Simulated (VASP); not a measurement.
Al2O3:

```
Al O
1.0
     3.01748    0.00000    0.00000
    -1.50874    2.61322    0.00000
     0.00000    0.00000    7.57464
Al O
2 3
Direct
  0.00000 0.00000 0.27795
  0.00000 0.00000 0.72205
  0.33333 0.66667 0.19945
  0.66667 0.33333 0.80055
  0.00000 0.00000 0.50000
```

- Program: VASP 6.6.1
- Task: relaxation of cell and atoms
- Functional: LDA
- Potentials or basis: VASP PAW LDA potentials, release 64 (Al, O)
- Cutoff: 600 eV
- k mesh: 12 × 12 × 4
- Occupations: fermi-dirac, width 0.02 eV
- Spin: no spin polarisation

At the start: pressure -7.8 GPa; volume 11.95 Å³/atom.

Q: Where does the relaxation end?

A: Over 22 steps the energy falls by 15.6 meV/atom and the volume is 11.09 Å³/atom (-7.2 %); space group P-3m1 (No. 164, to 0.05 Å).

The path:
| step | energy change (eV) | largest force (eV/Å) | pressure (GPa) | volume (Å³) |
| --- | --- | --- | --- | --- |
| 1 | 0.0000 | 0.4309 | -7.81 | 59.73 |
| 2 | -0.0017 | 0.6552 | 8.79 | 54.84 |
| 3 | -0.0698 | 0.2540 | -0.14 | 57.19 |
| 4 | -0.0641 | 0.5765 | -0.15 | 56.93 |
| 5 | -0.0719 | 0.0945 | -0.17 | 57.10 |
| 6 | -0.0725 | 0.0535 | -0.06 | 57.00 |
| 7 | -0.0726 | 0.0410 | 0.03 | 56.93 |
| 8 | -0.0729 | 0.0383 | -0.08 | 56.91 |
| 9 | -0.0737 | 0.0288 | -0.41 | 56.84 |
| 10 | -0.0743 | 0.0678 | -1.07 | 56.71 |
| 11 | -0.0744 | 0.0684 | -1.07 | 56.69 |
| 12 | -0.0746 | 0.0676 | -1.05 | 56.65 |
| 13 | -0.0750 | 0.0664 | -1.00 | 56.57 |
| 14 | -0.0757 | 0.0635 | -0.88 | 56.41 |
| 15 | -0.0767 | 0.0594 | -0.68 | 56.09 |
| 16 | -0.0773 | 0.1149 | -0.22 | 55.45 |
| 17 | -0.0774 | 0.1034 | -0.33 | 55.59 |
| 18 | -0.0778 | 0.0192 | -0.19 | 55.49 |
| 19 | -0.0778 | 0.0169 | -0.14 | 55.46 |
| 20 | -0.0778 | 0.0148 | -0.14 | 55.46 |
| 21 | -0.0778 | 0.0125 | -0.14 | 55.46 |
| 22 | -0.0778 | 0.0043 | -0.06 | 55.44 |

Final structure:
```
Al O
1.0
     2.96560    0.00000    0.00000
    -1.48280    2.56828    0.00000
     0.00000    0.00000    7.27906
Al O
2 3
Cartesian
  0.0000 0.0000 1.9763
  0.0000 0.0000 5.3027
  0.0000 1.7122 1.3934
  1.4828 0.8561 5.8857
  -1.4828 2.5683 3.6395
```
